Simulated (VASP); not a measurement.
Set up this calculation in VASP 6.6.1, as the native input.

| Item | Value |
| --- | --- |
| Task | single point |
| Functional | PBE |
| Potentials or basis | VASP PAW PBE potentials, release 64 (Ba_sv, Ti_sv, O_h) |
| Cutoff | 1340 eV |
| k mesh | 6 × 6 × 6 |
| Occupations | gaussian, width 0.02 eV |
| Spin | no spin polarisation |
| Hubbard terms | Ti d U = 4.0 eV |
| Dipole correction | no |
| Further INCAR settings | ALGO = Normal; EDIFF = 1e-06; NBANDS = 28 |

The structure of BaTiO3 lies in POSCAR:

```
BaTiO3
1.0
    2.8628964670      1.6528940459      2.3563485123
   -2.8628964670      1.6528940459      2.3563485123
    0.0000000000     -3.3057880917      2.3563485123
Ba Ti O
1 1 3
Direct
    0.0050105865      0.0050105865      0.0050105865
    0.5191677358      0.5191677358      0.5191677358
    0.4883657726      0.4883657726      0.9777901826
    0.4883657726      0.9777901826      0.4883657726
    0.9777901826      0.4883657726      0.4883657726
```

One way to write it, as run:

INCAR

```
SYSTEM = BaTiO3
PREC = Accurate
ENCUT = 1340
EDIFF = 1E-6
ISMEAR = 0
SIGMA = 0.02
LREAL = .False.
LASPH = .True.
NELM = 200
ALGO = Normal
ISIF = 2
LWAVE = .False.
LCHARG = .False.
LMAXMIX = 4
LDAU = .True.
LDAUTYPE = 2
LDAUL = -1 2 -1
LDAUU = 0 4 0
LDAUJ = 0 0 0
LDAUPRINT = 1
GGA = PE
NBANDS = 28
GGA_COMPAT = .False.
```

KPOINTS

```
regular mesh
0
Gamma
  6 6 6
  0 0 0
```

Potentials or basis: VASP PAW PBE potentials, release 64 (Ba_sv, Ti_sv, O_h).

Launch:

```console
$ cat potpaw_PBE.64/Ba_sv/POTCAR potpaw_PBE.64/Ti_sv/POTCAR potpaw_PBE.64/O_h/POTCAR > POTCAR
$ mpirun -np 1 vasp_std > vasp.out
```

Results of the run:

* Pressure: 4.7 GPa
* Largest force: 1.190 eV/Å
* Band gap on the k mesh: 2.98 eV (least direct gap 3.52 eV)

Caveat: the cell stands under pressure; spin-orbit coupling is left out, which moves the levels of the heavy elements; forces of over 1 eV/Å act on the atoms, so gaps and moduli don't describe the material at rest.

It took 3.2 min on 1 thread of Intel(R) Xeon(R) Platinum 8259CL CPU @ 2.50GHz (Skylake/Cascade Lake) (shared host), peak memory 0.49 GiB.
